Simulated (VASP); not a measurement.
# C (P6_3/mmc) in VASP: a series of runs

The runs below take C through single point, with PBEsol, PBE, PBE+D3(BJ).

Everything below comes from runs of VASP 6.6.1. Logs are shortened: lines on timing, memory, paths and dates and some standing lists are left out, and cuts for length are marked.

### 1 The cell of the first run

The structure is hexagonal, space group P6_3/mmc (No. 194). The conventional cell has a = 2.518 Å, b = 2.518 Å, c = 8.305 Å, α = 90.00°, β = 90.00°, γ = 120.00°. C (site symmetry 3m) has 4 C at 1.54 Å within 2.1 Å. C (site symmetry 3m) has 4 C at 1.54 to 1.57 Å within 2.1 Å.

### 2 Single point, PBEsol

INCAR

```
  ALGO = Normal
  EDIFF = 1E-7
  ENCUT = 520
  GGA = PS
  ISIF = 2
  ISMEAR = 0
  LASPH = True
  LCHARG = True
  LELF = True
  LREAL = False
  LVHAR = True
  LWAVE = False
  NBANDS = 26
  NELM = 80
  PREC = Accurate
  SIGMA = 0.05
```

KPOINTS

```
k-points
0
Gamma
  12 12 4
```

POSCAR

```
C
1.0
    2.5180184914      0.0000000000      0.0000000000
   -1.2590092457      2.1806679808      0.0000000000
    0.0000000000      0.0000000000      8.3045881824
C
8
Direct
    0.0000000000      0.0000000000      0.0929681641
    0.0000000000      0.0000000000      0.5929681641
    0.0000000000      0.0000000000      0.4070318359
    0.0000000000      0.0000000000      0.9070318359
    0.3333333333      0.6666666667      0.1555285626
    0.6666666667      0.3333333333      0.6555285626
    0.3333333333      0.6666666667      0.3444714374
    0.6666666667      0.3333333333      0.8444714374
```

Potentials or basis: VASP PAW PBE potentials, release 64 (C).

Started as:

```sh
cat potpaw_PBE.64/C/POTCAR > POTCAR
mpirun -np 1 vasp_std > vasp.out
```

OUTCAR:

```text
EDIFF = 1E-7
   ENCUT = 520
   GGA = PS
   ISIF = 2
   ISMEAR = 0
   LASPH = True
   LREAL = False
   NELM = 80
   PREC = Accurate

 ion  position               nearest neighbor table
   1  0.000  0.000  0.093-   5 1.54   5 1.54   5 1.54   4 1.54
   2  0.000  0.000  0.593-   6 1.54   6 1.54   6 1.54   3 1.54
   3  0.000  0.000  0.407-   7 1.54   7 1.54   7 1.54   2 1.54
   4  0.000  0.000  0.907-   8 1.54   8 1.54   8 1.54   1 1.54
   5  0.333  0.667  0.156-   1 1.54   1 1.54   1 1.54   7 1.57
   6  0.667  0.333  0.656-   2 1.54   2 1.54   2 1.54   8 1.57
   7  0.333  0.667  0.344-   3 1.54   3 1.54   3 1.54   5 1.57
   8  0.667  0.333  0.844-   4 1.54   4 1.54   4 1.54   6 1.57

  LATTYP: Found a hexagonal cell.
 ALAT       =     2.5180184914
 C/A-ratio  =     3.2980648120

  Lattice vectors:

 A1 = (   2.5180184914,   0.0000000000,   0.0000000000)
 A2 = (  -1.2590092457,   2.1806679808,   0.0000000000)
 A3 = (   0.0000000000,   0.0000000000,   8.3045881824)

Analysis of symmetry for initial positions (statically):
=====================================================================
 Subroutine PRICEL returns:
 Original cell was already a primitive cell.

 Routine SETGRP: Setting up the symmetry group for a
 hexagonal supercell.

 Subroutine GETGRP returns: Found 24 space group operations
 (whereof 12 operations were pure point group operations)
 out of a pool of 24 trial point group operations.

The static configuration has the point symmetry D_3d.
 The point group associated with its full space group is D_6h.

Analysis of symmetry for dynamics (positions and initial velocities):
=====================================================================
 Subroutine PRICEL returns:
 Original cell was already a primitive cell.

 Routine SETGRP: Setting up the symmetry group for a
 hexagonal supercell.

 Subroutine GETGRP returns: Found 24 space group operations
 (whereof 12 operations were pure point group operations)
 out of a pool of 24 trial point group operations.

The dynamic configuration has the point symmetry D_3d.
 The point group associated with its full space group is D_6h.

 Subroutine INISYM returns: Found 24 space group operations
 (whereof 12 operations are pure point group operations),
 and found     1 'primitive' translations

----------------------------------------------------------------------------------------

                                     Primitive cell

  volume of cell :      45.6002

  direct lattice vectors                    reciprocal lattice vectors
     2.518018491  0.000000000  0.000000000     0.397137671  0.229287541  0.000000000
    -1.259009246  2.180667981  0.000000000     0.000000000  0.458575083  0.000000000
     0.000000000  0.000000000  8.304588182     0.000000000  0.000000000  0.120415363

  length of vectors
     2.518018491  2.518018491  8.304588182     0.458575083  0.458575083  0.120415363

  position of ions in fractional coordinates (direct lattice)
     0.000000000  0.000000000  0.092968164
     0.000000000  0.000000000  0.592968164
     0.000000000  0.000000000  0.407031836
     0.000000000  0.000000000  0.907031836
     0.333333333  0.666666667  0.155528563
     0.666666667  0.333333333  0.655528563
     0.333333333  0.666666667  0.344471437
     0.666666667  0.333333333  0.844471437

  ion indices of the primitive-cell ions
   primitive index   ion index
                 1           1
                 2           2
                 3           3
                 4           4
                 5           5
                 6           6
                 7           7
                 8           8

----------------------------------------------------------------------------------------

 KPOINTS: k-points

Automatic generation of k-mesh.
 Grid dimensions read from file:
 generate k-points for:   12   12    4

 Generating k-lattice:

  Cartesian coordinates                     Fractional coordinates (reciprocal lattice)
     0.033094806  0.019107295  0.000000000     0.083333333  0.000000000  0.000000000
     0.000000000  0.038214590  0.000000000     0.000000000  0.083333333  0.000000000
     0.000000000  0.000000000  0.030103841     0.000000000  0.000000000  0.250000000

  Length of vectors
     0.038214590  0.038214590  0.030103841

  Shift w.r.t. Gamma in fractional coordinates (k-lattice)
     0.000000000  0.000000000  0.000000000

 Subroutine IBZKPT returns following result:
 ===========================================

 Found     57 irreducible k-points:

 Following reciprocal coordinates:
            Coordinates               Weight
  0.000000  0.000000  0.000000      1.000000
  0.083333  0.000000  0.000000      6.000000
  0.166667  0.000000  0.000000      6.000000
  0.250000  0.000000  0.000000      6.000000
  0.333333  0.000000  0.000000      6.000000
  0.416667  0.000000  0.000000      6.000000
[... 16 lines left out ...]
  0.250000  0.000000  0.250000     12.000000
  0.333333  0.000000  0.250000     12.000000
 [... further k-points ...]
   k-points           NKPTS =     57   k-points in BZ     NKDIM =     57   number of bands    NBANDS=     26
   number of dos      NEDOS =    301   number of ions     NIONS =      8
   total plane-waves  NPLWV =  25600
   dimension x,y,z NGX =    20 NGY =   20 NGZ =   64
   dimension x,y,z NGXF=    40 NGYF=   40 NGZF=  128
   ions per type =               8
   NGX,Y,Z   is equivalent  to a cutoff of  13.20, 13.20, 12.81 a.u.
   NGXF,Y,Z  is equivalent  to a cutoff of  26.41, 26.41, 25.62 a.u.
 SYSTEM =  unknown system
   PREC   = accura    normal or accurate (medium, high low for compatibility)
   ISTART =      0    job   : 0-new  1-cont  2-samecut
   ICHARG =      2    charge: 1-file 2-atom 10-const
   ISPIN  =      1    spin polarized calculation?
   LNONCOLLINEAR =      F non collinear calculations
   LSORBIT =      F    spin-orbit coupling
   LASPH  =      T    aspherical Exc in radial PAW
   ENCUT  =  520.0 eV  38.22 Ry    6.18 a.u.   4.68  4.68 15.44*2*pi/ulx,y,z
   NELM   =     80;   NELMIN=  2; NELMDL= -5     # of ELM steps
   EDIFF  = 0.1E-06   stopping-criterion for ELM
   LREAL  =      F    real-space projection
   EDIFFG = 0.1E-05   stopping-criterion for IOM
   NSW    =      0    number of steps for IOM
   IBRION =     -1    ionic relax: 0-MD 1-quasi-New 2-CG
   NFREE  =      0    steps in history (QN), initial steepest desc. (CG)
   ISIF   =      2    stress and relaxation
   ISYM   =      2    0-nonsym 1-usesym 2-fastsym
   POTIM  = 0.5000    time-step for ionic-motion
   TEBEG  =    0.0;   TEEND  =   0.0 temperature during run
   PSTRESS=    0.0 pullay stress
   NELECT =      32.0000    total number of electrons
   NUPDOWN=      -1.0000    fix difference up-down
   EMIN   =  10.00;   EMAX   =-10.00  energy-range for DOS
   EFERMI =   0.00;   METHOD = LEGACY
   ISMEAR =     0;   SIGMA  =   0.05  broadening in eV -4-tet -1-fermi 0-gaus
   EFERMI_NEDOS =   21; number of points for ismear=-14 and -15
   IALGO  =     38    algorithm
   IMIX   =      4    mixing-type and parameters
     AMIX     =   0.40;   BMIX     =  1.00
     AMIX_MAG =   1.60;   BMIX_MAG =  1.00
  volume/ion in A,a.u.               =       5.70        38.47
  Fermi-wavevector in a.u.,A,eV,Ry     =   1.454798  2.749169 28.795869  2.116437
  Thomas-Fermi vector in A             =   2.571907
   LORBIT       =      0    0 simple, 1 ext, 2 COOP (PROOUT), +10 PAW based schemes
   GGA     = PS    functional components
   LHFCALC =     F    Hartree Fock is set to
   AEXX    =    0.0000 exact exchange contribution
   IVDW    =     0    specifies the selected vdW correction
   LEPSILON=     F    determine dielectric tensor
   LRPA    =     F    only Hartree local field effects (RPA)
 non-spin polarized calculation
 Gauss-broadening in eV      SIGMA  =   0.05
  energy-cutoff  :      520.00
  volume of cell :       45.60
 maximum number of plane-waves:      1243
 NGX is ok and might be reduce to    20

 number of electron      31.9999995 magnetization

 Free energy of the ion-electron system (eV)
  ---------------------------------------------------
  ext. energy  EPLUGINS =         0.00000000
  ---------------------------------------------------
  free energy    TOTEN  =       -76.92276849 eV

  energy without entropy =      -76.92276849  energy(sigma->0) =      -76.92276849

 E-fermi :  10.0126     XC(G=0): -13.4060

 val. band max:        9.7693193592   @ k =   0.0000   0.0000   0.0000
 cond. band min:      14.1635455313   @ k =   0.4167   0.0000   0.0000
 fundamental gap:      4.3942261721
 Fermi energy:        10.0126390283

 k-point     1 :       0.0000    0.0000    0.0000
  band No.  band energies     occupation
      1     -11.8313      2.00000
      2     -10.1892      2.00000
      3     -10.0851      2.00000
      4      -6.1333      2.00000
      5      -3.7848      2.00000
      6       2.9110      2.00000
[... 18 lines left out ...]
     25      17.9298      0.00000
     26      18.1625      0.00000

 k-point     2 :       0.0833    0.0000    0.0000
  band No.  band energies     occupation
      1     -11.6595      2.00000
      2     -10.0200      2.00000
      3      -9.9167      2.00000
      4      -5.9803      2.00000
      5      -3.6250      2.00000
      6       2.9979      2.00000
[... 18 lines left out ...]
     25      18.3941      0.00000
     26      18.7490      0.00000

 k-point     3 :       0.1667    0.0000    0.0000
  band No.  band energies     occupation
      1     -11.1462      2.00000
      2      -9.5144      2.00000
      3      -9.4137      2.00000
      4      -5.5232      2.00000
      5      -3.1570      2.00000
      6       3.1776      2.00000
[... 572 lines left out ...]
 k-point    23 :       0.2500    0.0000    0.2500
  band No.  band energies     occupation
      1     -10.1923      2.00000
      2      -9.3565      2.00000
      3      -7.7178      2.00000
      4      -5.4872      2.00000
      5      -1.5830      2.00000
      6       1.4158      2.00000
[... 18 lines left out ...]
     25      19.8570      0.00000
     26      21.3308      0.00000

 k-point    24 :       0.3333    0.0000    0.2500
  band No.  band energies     occupation
      1      -9.0251      2.00000
      2      -8.2027      2.00000
      3      -6.6002      2.00000
      4      -4.4414      2.00000
      5      -1.3976      2.00000
      6      -0.4020      2.00000
[... 18 lines left out ...]
     25      20.1870      0.00000
     26      21.8434      0.00000

 [... further k-points ...]

------------------------ aborting loop because EDIFF is reached ----------------------------------------

  FORCE on cell =-STRESS in cart. coord.  units (eV):
  Direction    XX          YY          ZZ          XY          YZ          ZX
  --------------------------------------------------------------------------------------
  -------------------------------------------------------------------------------------
  Total       -1.5802148     -1.5802148     -1.5451064      0.0000000     -0.0000000      0.0000000
  in kB      -55.5213656    -55.5213656    -54.2878213      0.0000000     -0.0000000      0.0000000
  external PRESSURE =     -55.1101842 kB  Pullay stress =       0.0000000 kB

 VOLUME and BASIS-vectors are now :
 -----------------------------------------------------------------------------
  energy-cutoff  :      520.00
  volume of cell :       45.60
      direct lattice vectors                 reciprocal lattice vectors
     2.518018491  0.000000000  0.000000000     0.397137671  0.229287541  0.000000000
    -1.259009246  2.180667981  0.000000000     0.000000000  0.458575083  0.000000000
     0.000000000  0.000000000  8.304588182     0.000000000  0.000000000  0.120415363

 POSITION                                       TOTAL-FORCE (eV/Angst)
 -----------------------------------------------------------------------------------
      0.00000      0.00000      0.77206        -0.000000     -0.000000     -0.004258
      0.00000      0.00000      4.92436        -0.000000      0.000000     -0.004258
      0.00000      0.00000      3.38023        -0.000000     -0.000000      0.004258
      0.00000      0.00000      7.53253        -0.000000      0.000000      0.004258
     -0.00000      1.45378      1.29160         0.000000     -0.000000      0.000868
      1.25901      0.72689      5.44389        -0.000000      0.000000      0.000868
     -0.00000      1.45378      2.86069         0.000000     -0.000000     -0.000868
      1.25901      0.72689      7.01299        -0.000000      0.000000     -0.000868
 -----------------------------------------------------------------------------------
    total drift:                                0.000000     -0.000000      0.000000

  FREE ENERGIE OF THE ION-ELECTRON SYSTEM (eV)
  ---------------------------------------------------
  free  energy   TOTEN  =       -76.9227684881 eV

  energy  without entropy=      -76.9227684881  energy(sigma->0) =      -76.92276849
```

It took 98 s on 1 thread of Intel Xeon 8259CL, shared host; peak memory 0.18 GiB.

Results:

```
Free energy            : -76.9228 eV
Pressure               : -5.5 GPa
Largest force          : 0.004 eV/Å
Band gap on the k mesh : 4.39 eV (least direct gap 5.24 eV)
```

Forces on the atoms (eV/Å):
```
C    0.000  0.000 -0.004
C    0.000  0.000 -0.004
C    0.000  0.000  0.004
C    0.000  0.000  0.004
C    0.000  0.000  0.001
C    0.000  0.000  0.001
C    0.000  0.000 -0.001
C    0.000  0.000 -0.001
```

Levels at points of the mesh, in eV from the valence-band top:
```
           k point  band 14  band 15  band 16  band 17  band 18  band 19
(0.00, 0.00, 0.00)    -0.22     0.00     0.00     5.24     5.24     5.41
(0.50, 0.00, 0.00)    -4.68    -3.68    -2.96     4.45     5.43     5.85
(0.00, 0.00, 0.50)    -0.65    -0.65    -0.65     6.00     6.00     6.00
(0.50, 0.00, 0.50)    -4.75    -3.67    -3.67     4.79     4.79     6.83
```

Caveat: the cell stands under tension; the PAW data sets were made with another functional, which shifts forces and pressure a little. A k mesh can miss the band edges.

### 3 Single point, PBE

This run uses another cell than the first one: it holds 16 atoms, not 8.

INCAR

```
SYSTEM = C
PREC     = Accurate       ! precision mode
ENCUT    = 520            ! plane-wave cutoff, eV
EDIFF    = 1E-7           ! SCF threshold, eV
ISMEAR   = 0              ! smearing method
SIGMA    = 0.05           ! smearing width, eV
LREAL    = Auto         
LASPH    = .TRUE.         ! aspherical terms in the spheres
NELM     = 100            ! most SCF steps
ALGO     = Normal         ! electronic algorithm
ISIF     = 2              ! what is computed and relaxed
LWAVE    = .FALSE.        ! write WAVECAR
LCHARG   = .TRUE.         ! write CHGCAR
GGA      = PE             ! functional
LELF     = .TRUE.         ! ELF
LVHAR    = .TRUE.       
NBANDS   = 46             ! bands
```

KPOINTS

```
Automatic mesh
0
G
  8 8 8
  0 0 0
```

POSCAR

```
C
1.0
   -2.5180184914      0.0000000000      0.0000000000
    0.0000000000      4.3613359615      0.0000000000
    1.2590092457     -2.1806679808     -8.3045881824
C
16
Direct
    0.4535159179      0.4535159179      0.9070318359
    0.9535159179      0.9535159179      0.9070318359
    0.7035159179      0.7035159179      0.4070318359
    0.2035159179      0.2035159179      0.4070318359
    0.2964840821      0.2964840821      0.5929681641
    0.7964840821      0.7964840821      0.5929681641
    0.5464840821      0.5464840821      0.0929681641
    0.0464840821      0.0464840821      0.0929681641
    0.9222357187      0.2555690520      0.8444714374
    0.4222357187      0.7555690520      0.8444714374
    0.1722357187      0.8389023854      0.3444714374
    0.6722357187      0.3389023854      0.3444714374
    0.8277642813      0.1610976146      0.6555285626
    0.3277642813      0.6610976146      0.6555285626
    0.0777642813      0.7444309480      0.1555285626
    0.5777642813      0.2444309480      0.1555285626
```

Potentials or basis: VASP PAW PBE potentials, release 64 (C).

Started as:

```sh
cat potpaw_PBE.64/C/POTCAR > POTCAR
mpirun -np 1 vasp_std > vasp.out
```

Run time: 18 min. Hardware: 1 thread of Intel Xeon 8259CL, shared host; peak memory 0.36 GiB.

Results (log left out):

```
Free energy            : -145.3451 eV
Pressure               : 0.7 GPa
Largest force          : 0.005 eV/Å
Band gap on the k mesh : 4.55 eV
```

Forces in eV/Å, atoms in the order of the input:
```
C    0.000 -0.001  0.004
C    0.000 -0.001  0.004
C    0.000  0.001  0.004
C    0.000  0.001  0.004
C    0.000 -0.001 -0.004
C    0.000 -0.001 -0.004
C    0.000  0.001 -0.004
C    0.000  0.001 -0.004
C    0.000  0.005 -0.001
C    0.000  0.005 -0.001
C    0.000 -0.005 -0.001
C    0.000 -0.005 -0.001
C    0.000  0.005  0.001
C    0.000  0.005  0.001
C    0.000 -0.005  0.001
C    0.000 -0.005  0.001
```

Stress tensor (GPa, compression positive):
```
0.75 0.00 0.00
0.00 0.66 0.00
0.00 0.00 0.63
```

Levels at points of the mesh, in eV from the valence-band top:
| k point | band 28 | band 29 | band 30 | band 31 | band 32 | band 33 | band 34 | band 35 | band 36 | band 37 |
| --- | --- | --- | --- | --- | --- | --- | --- | --- | --- | --- |
| (0.00, 0.00, 0.00) | -1.72 | -1.72 | -0.22 | 0.00 | 0.00 | 4.94 | 4.94 | 5.29 | 5.29 | 5.46 |
| (0.50, 0.00, 0.00) | -5.63 | -4.09 | -4.09 | -4.03 | -4.03 | 5.72 | 5.72 | 6.82 | 6.82 | 7.33 |
| (0.00, 0.50, 0.00) | -3.03 | -2.26 | -2.26 | -1.91 | -1.91 | 4.93 | 4.93 | 5.55 | 5.55 | 6.89 |
| (0.50, 0.50, 0.00) | -4.65 | -3.66 | -3.64 | -3.64 | -2.95 | 4.60 | 4.94 | 4.94 | 5.57 | 5.98 |
| (0.00, 0.00, 0.50) | -2.62 | -0.65 | -0.65 | -0.65 | -0.65 | 4.60 | 5.57 | 5.98 | 6.02 | 6.06 |

### 4 Single point, PBE+D3(BJ)

This run uses another cell than the first one: it holds 16 atoms, not 8.

INCAR

```
SYSTEM = C
ALGO = Normal
EDIFF = 1E-7
ENCUT = 520
GGA = PE
ISIF = 2
ISMEAR = 0
IVDW = 12
LASPH = .TRUE.
LCHARG = .FALSE.
LREAL = Auto
LWAVE = .FALSE.
NBANDS = 46
NELM = 100
PREC = Accurate
SIGMA = 0.05
```

KPOINTS

```
k-points
0
G
  8 8 8
  0 0 0
```

POSCAR is that of step 3.

Started as:

```sh
cat potpaw_PBE.64/C/POTCAR > POTCAR
mpirun -np 1 vasp_std > vasp.out
```

Run time: 17 min. Hardware: 1 thread of Intel Xeon 8259CL, shared host; peak memory 0.37 GiB.

It converged, with:

```yaml
Free_energy: -148.3913 eV
Pressure: -4.7 GPa
Largest_force: 0.006 eV/Å
Band_gap_on_the_k_mesh: 4.55 eV
Dispersion_energy_per_atom: -0.190 eV
```

Forces in eV/Å, atoms in the order of the input:
```
C    0.000 -0.001  0.006
C    0.000 -0.001  0.006
C    0.000  0.001  0.006
C    0.000  0.001  0.006
C    0.000 -0.001 -0.006
C    0.000 -0.001 -0.006
C    0.000  0.001 -0.006
C    0.000  0.001 -0.006
C    0.000  0.005 -0.001
C    0.000  0.005 -0.001
C    0.000 -0.005 -0.001
C    0.000 -0.005 -0.001
C    0.000  0.005  0.001
C    0.000  0.005  0.001
C    0.000 -0.005  0.001
C    0.000 -0.005  0.001
```

Stress tensor (GPa, compression positive):
```
-4.59  0.00  0.00
 0.00 -4.68  0.00
 0.00  0.00 -4.72
```

Levels at points of the mesh, in eV from the valence-band top:
```
           k point  band 30  band 31  band 32  band 33  band 34  band 35
(0.00, 0.00, 0.00)    -0.22     0.00     0.00     4.94     4.94     5.29
(0.50, 0.00, 0.00)    -4.09    -4.03    -4.03     5.72     5.72     6.82
(0.00, 0.50, 0.00)    -2.26    -1.91    -1.91     4.93     4.93     5.55
(0.50, 0.50, 0.00)    -3.64    -3.64    -2.95     4.60     4.94     4.94
(0.00, 0.00, 0.50)    -0.65    -0.65    -0.65     4.60     5.57     5.98
```

Caveat: three body term missing; the cell stands under tension. A k mesh can miss the band edges.

### 5 Overview

```tsv
level	cell	k mesh	gap on the mesh (eV)	pressure (GPa)
PBEsol	a = 2.518, b = 2.518, c = 8.305 Å, angles 90.0, 90.0, 120.0°, 8 atoms, atomic positions A	12 × 12 × 4	4.39	-5.5
PBE	a = 2.518, b = 4.361, c = 8.678 Å, angles 104.6, 98.3, 90.0°, 16 atoms, atomic positions B	8 × 8 × 8	4.55	0.7
PBE+D3(BJ)	a = 2.518, b = 4.361, c = 8.678 Å, angles 104.6, 98.3, 90.0°, 16 atoms, atomic positions B	8 × 8 × 8	4.55	-4.7
```

Alike in all rows: task single point; potentials or basis VASP PAW PBE potentials, release 64 (C); no spin polarisation; cutoff (eV) 520; smearing gaussian 0.05 eV.

Caveats: the cell stands under tension (at least some runs); the PAW data sets were made with another functional, which shifts forces and pressure a little (at least some runs); three body term missing (at least some runs).

Total energies depend on the potentials used, so only differences within one code and one set of settings carry meaning.
